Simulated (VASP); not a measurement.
# Ni (Pm-3m) in VASP: notebook, part 2 of 2

VASP 6.6.1. The steps go on from the part before.

## Step 3: Relaxation of cell and atoms, r2SCAN, collinear spin, ferromagnetic start

This run uses another cell than the first one, of 11.10 Å³/atom.

Input file POSCAR:

```
Ni
1.0
    2.2304398288      0.0000000000      0.0000000000
    0.0000000000      2.2304398288      0.0000000000
    0.0000000000      0.0000000000      2.2304398288
Ni
1
Direct
    0.0000000000      0.0000000000      0.0000000000
```

Input file INCAR.step1:

```
SYSTEM = Ni
PREC = Accurate
ENCUT = 600
ISMEAR = 0
SIGMA = 0.1
LREAL = .FALSE.
LASPH = .TRUE.
NELM = 150
ISPIN = 2
MAGMOM = 0.83
LMAXMIX = 4
GGA = PE
ALGO = Normal
EDIFF = 1E-4
LWAVE = .TRUE.
LCHARG = .FALSE.
```

Input file INCAR.step2:

```
SYSTEM = Ni
PREC = Accurate
ENCUT = 600
EDIFF = 1E-6
ISMEAR = 0
SIGMA = 0.1
LREAL = .FALSE.
LASPH = .TRUE.
NELM = 150
ALGO = Normal
ISIF = 3
LWAVE = .FALSE.
LCHARG = .FALSE.
ISPIN = 2
MAGMOM = 0.83
LORBIT = 11
LMAXMIX = 4
METAGGA = R2SCAN
LMIXTAU = .TRUE.
IBRION = 2
NSW = 90
EDIFFG = -0.04
ISTART = 1
```

Input file KPOINTS:

```
regular mesh
0
G
  8 8 8
  0 0 0
```

Potentials or basis: VASP PAW PBE potentials, release 64 (Ni).

Run with:

```
$ cat potpaw_PBE.64/Ni/POTCAR > POTCAR
$ cp INCAR.step1 INCAR
$ mpirun -np 1 vasp_std > vasp.out
$ cp INCAR.step2 INCAR
$ mpirun -np 1 vasp_std > vasp.out
```

OUTCAR:

```text
SYSTEM = Ni
   PREC = Accurate
   ENCUT = 600
   EDIFF = 1E-6
   ISMEAR = 0
   LREAL = .FALSE.
   LASPH = .TRUE.
   NELM = 150
   ISIF = 3
   ISPIN = 2
   LORBIT = 11
   METAGGA = R2SCAN
   IBRION = 2
   NSW = 90
   EDIFFG = -0.04
   ISTART = 1

 ion  position               nearest neighbor table
   1  0.000  0.000  0.000-

  LATTYP: Found a simple cubic cell.
 ALAT       =     2.2304398288

  Lattice vectors:

 A1 = (   2.2304398288,   0.0000000000,   0.0000000000)
 A2 = (   0.0000000000,   2.2304398288,   0.0000000000)
 A3 = (   0.0000000000,   0.0000000000,   2.2304398288)

Analysis of symmetry for initial positions (statically):
=====================================================================
 Subroutine PRICEL returns:
 Original cell was already a primitive cell.

 Routine SETGRP: Setting up the symmetry group for a
 simple cubic supercell.

 Subroutine GETGRP returns: Found 48 space group operations
 (whereof 48 operations were pure point group operations)
 out of a pool of 48 trial point group operations.

The static configuration has the point symmetry O_h .

Analysis of symmetry for dynamics (positions and initial velocities):
=====================================================================
 Subroutine PRICEL returns:
 Original cell was already a primitive cell.

 Routine SETGRP: Setting up the symmetry group for a
 simple cubic supercell.

 Subroutine GETGRP returns: Found 48 space group operations
 (whereof 48 operations were pure point group operations)
 out of a pool of 48 trial point group operations.

The dynamic configuration has the point symmetry O_h .

Analysis of structural, dynamic, and magnetic symmetry:
=====================================================================
 Subroutine PRICEL returns:
 Original cell was already a primitive cell.

 Routine SETGRP: Setting up the symmetry group for a
 simple cubic supercell.

 Subroutine GETGRP returns: Found 48 space group operations
 (whereof 48 operations were pure point group operations)
 out of a pool of 48 trial point group operations.

The overall configuration has the point symmetry O_h .

 Subroutine INISYM returns: Found 48 space group operations
 (whereof 48 operations are pure point group operations),
 and found     1 'primitive' translations

----------------------------------------------------------------------------------------

                                     Primitive cell

  volume of cell :      11.0961

  direct lattice vectors                    reciprocal lattice vectors
     2.230439829  0.000000000  0.000000000     0.448342066  0.000000000  0.000000000
     0.000000000  2.230439829  0.000000000     0.000000000  0.448342066  0.000000000
     0.000000000  0.000000000  2.230439829     0.000000000  0.000000000  0.448342066

  length of vectors
     2.230439829  2.230439829  2.230439829     0.448342066  0.448342066  0.448342066

  position of ions in fractional coordinates (direct lattice)
     0.000000000  0.000000000  0.000000000

  ion indices of the primitive-cell ions
   primitive index   ion index
                 1           1

----------------------------------------------------------------------------------------

 KPOINTS: regular mesh

Automatic generation of k-mesh.
 Grid dimensions read from file:
 generate k-points for:    8    8    8

 Generating k-lattice:

[... 52 lines left out ...]
   PREC   = accura    normal or accurate (medium, high low for compatibility)
   ISTART =      1    job   : 0-new  1-cont  2-samecut
   ICHARG =      0    charge: 1-file 2-atom 10-const
   ISPIN  =      2    spin polarized calculation?
   LNONCOLLINEAR =      F non collinear calculations
   LSORBIT =      F    spin-orbit coupling
   LASPH  =      T    aspherical Exc in radial PAW
   ENCUT  =  600.0 eV  44.10 Ry    6.64 a.u.   4.45  4.45  4.45*2*pi/ulx,y,z
   NELM   =    150;   NELMIN=  2; NELMDL=  0     # of ELM steps
   EDIFF  = 0.1E-05   stopping-criterion for ELM
   LREAL  =      F    real-space projection
   EDIFFG = -.4E-01   stopping-criterion for IOM
   NSW    =     90    number of steps for IOM
   IBRION =      2    ionic relax: 0-MD 1-quasi-New 2-CG
   NFREE  =      1    steps in history (QN), initial steepest desc. (CG)
   ISIF   =      3    stress and relaxation
   ISYM   =      2    0-nonsym 1-usesym 2-fastsym
   POTIM  = 0.5000    time-step for ionic-motion
   TEBEG  =    0.0;   TEEND  =   0.0 temperature during run
   PSTRESS=    0.0 pullay stress
   NELECT =      10.0000    total number of electrons
   NUPDOWN=      -1.0000    fix difference up-down
   EMIN   =  10.00;   EMAX   =-10.00  energy-range for DOS
   EFERMI =   0.00;   METHOD = LEGACY
   ISMEAR =     0;   SIGMA  =   0.10  broadening in eV -4-tet -1-fermi 0-gaus
   EFERMI_NEDOS =   21; number of points for ismear=-14 and -15
   IALGO  =     38    algorithm
   IMIX   =      4    mixing-type and parameters
     AMIX     =   0.40;   BMIX     =  1.00
     AMIX_MAG =   1.60;   BMIX_MAG =  1.00
  volume/ion in A,a.u.               =      11.10        74.88
  Fermi-wavevector in a.u.,A,eV,Ry     =   1.581312  2.988247 34.022030  2.500549
  Thomas-Fermi vector in A             =   2.681407
   LORBIT       =     11    0 simple, 1 ext, 2 COOP (PROOUT), +10 PAW based schemes
   METAGGA = R2SCAN    functional components
   LHFCALC =     F    Hartree Fock is set to
   AEXX    =    0.0000 exact exchange contribution
   IVDW    =     0    specifies the selected vdW correction
   LEPSILON=     F    determine dielectric tensor
   LRPA    =     F    only Hartree local field effects (RPA)
 conjugate gradient relaxation of ions
 spin polarized calculation
 Gauss-broadening in eV      SIGMA  =   0.10
  energy-cutoff  :      600.00
  volume of cell :       11.10
 maximum number of plane-waves:       384
 NGX is ok and might be reduce to    18
   NGX =  9   NGY =  9   NGZ =  9

--------------------------------------- Ionic step        1  -------------------------------------------

 number of electron       9.9999993 magnetization       0.7260974

 Free energy of the ion-electron system (eV)
  ---------------------------------------------------
  ext. energy  EPLUGINS =         0.00000000
  ---------------------------------------------------
  free energy    TOTEN  =       -11.12176502 eV

  energy without entropy =      -11.11574596  energy(sigma->0) =      -11.11875549

------------------------ aborting loop because EDIFF is reached ----------------------------------------

  FORCE on cell =-STRESS in cart. coord.  units (eV):
  Direction    XX          YY          ZZ          XY          YZ          ZX
  --------------------------------------------------------------------------------------
  -------------------------------------------------------------------------------------
  Total        1.3041213      1.3041213      1.3041213     -0.0000000     -0.0000000      0.0000000
  in kB      188.3029049    188.3029049    188.3029049     -0.0000000     -0.0000000      0.0000000
  external PRESSURE =     188.3029049 kB  Pullay stress =       0.0000000 kB
[... 131 lines left out ...]
--------------------------------------- Ionic step        5  -------------------------------------------

 number of electron      10.0000003 magnetization      -0.0016408

 Free energy of the ion-electron system (eV)
  ---------------------------------------------------
  ext. energy  EPLUGINS =         0.00000000
  ---------------------------------------------------
  free energy    TOTEN  =       -11.12440905 eV

  energy without entropy =      -11.11242823  energy(sigma->0) =      -11.11841864

 E-fermi :   7.8555     XC(G=0): -13.4380

 val. band max:        7.8543391365   @ k =   0.1250   0.0000   0.0000
 cond. band min:       7.8854394197   @ k =   0.3750   0.1250   0.1250
 fundamental gap:      0.0311002833
 Fermi energy:         7.8554825416

 spin component 1

 k-point     1 :       0.0000    0.0000    0.0000
  band No.  band energies     occupation
      1      -0.6017      1.00000
      2       4.3240      1.00000
      3       4.3241      1.00000
      4       7.8397      0.58806
      5       7.8398      0.58802
      6       7.8398      0.58802
      7      28.8136      0.00000
      8      28.8136      0.00000
      9      28.8136      0.00000
[... 265 lines left out ...]
 k-point    24 :       0.5000    0.3750    0.1250
  band No.  band energies     occupation
      1       3.8985      1.00000
      2       5.5236      1.00000
      3       6.3975      1.00000
      4       6.5985      1.00000
      5       8.0928      0.00040
      6      13.0645      0.00000
      7      13.5403      0.00000
      8      22.1137      0.00000
      9      22.6505      0.00000

 [... further k-points ...]

 spin component 2

 k-point     1 :       0.0000    0.0000    0.0000
  band No.  band energies     occupation
      1      -0.6019      1.00000
      2       4.3218      1.00000
      3       4.3218      1.00000
      4       7.8377      0.59927
      5       7.8377      0.59924
      6       7.8377      0.59924
      7      28.8132      0.00000
      8      28.8132      0.00000
      9      28.8132      0.00000
[... 304 lines left out ...]
  FREE ENERGIE OF THE ION-ELECTRON SYSTEM (eV)
  ---------------------------------------------------
  free  energy   TOTEN  =       -11.1244090461 eV

  energy  without entropy=      -11.1124282256  energy(sigma->0) =      -11.11841864

 reached required accuracy - stopping structural energy minimisation

 total charge

# of ion       s       p       d       tot
------------------------------------------
    1        0.535   0.407   8.429   9.371

 magnetization (x)

# of ion       s       p       d       tot
------------------------------------------
    1        0.000  -0.000  -0.003  -0.003
```

Run time: 4.2 min. Hardware: 1 thread of AMD EPYC 7R13, shared host; peak memory 0.11 GiB.

Results:

```
Free energy                                           : -11.1244 eV
Relaxed volume                                        : 12.05 Å³/atom
Relaxed cell                                          : a = 2.293 Å, b = 2.293 Å, c = 2.293 Å, α = 90.00°, β = 90.00°, γ = 90.00°
Space group after relaxing (to 0.1 Å)                 : Pm-3m (No. 221)
Energy gained by relaxing                             : 2.6 meV/atom
Ionic steps                                           : 5
Pressure after relaxing                               : 0.5 GPa
Band gap on the k mesh                                : zero (filled and empty bands overlap)
Net moment                                            : 0.00 μB per cell
Valence electrons inside the program's atomic spheres : Ni 9.37
```

Step by step:
```csv
step,energy change (eV),largest force (eV/Å),pressure (GPa),volume (Å³)
1,0.0000,0.0000,18.83,11.10
2,0.0519,0.0000,-12.80,13.32
3,0.0006,0.0000,3.98,11.80
4,-0.0026,0.0000,-1.03,12.12
5,-0.0026,0.0000,0.50,12.05
```

Final structure:
```cif
data_structure
_symmetry_space_group_name_H-M 'P 1'
_symmetry_Int_Tables_number 1
_cell_length_a 2.2928
_cell_length_b 2.2928
_cell_length_c 2.2928
_cell_angle_alpha 90.000
_cell_angle_beta 90.000
_cell_angle_gamma 90.000
_cell_volume 12.05
loop_
_atom_site_label
_atom_site_type_symbol
_atom_site_fract_x
_atom_site_fract_y
_atom_site_fract_z
_atom_site_occupancy
Ni1 Ni 0.00000 0.00000 0.00000 1
```

Caveat: the PAW data sets were made with another functional, which shifts forces and pressure a little.
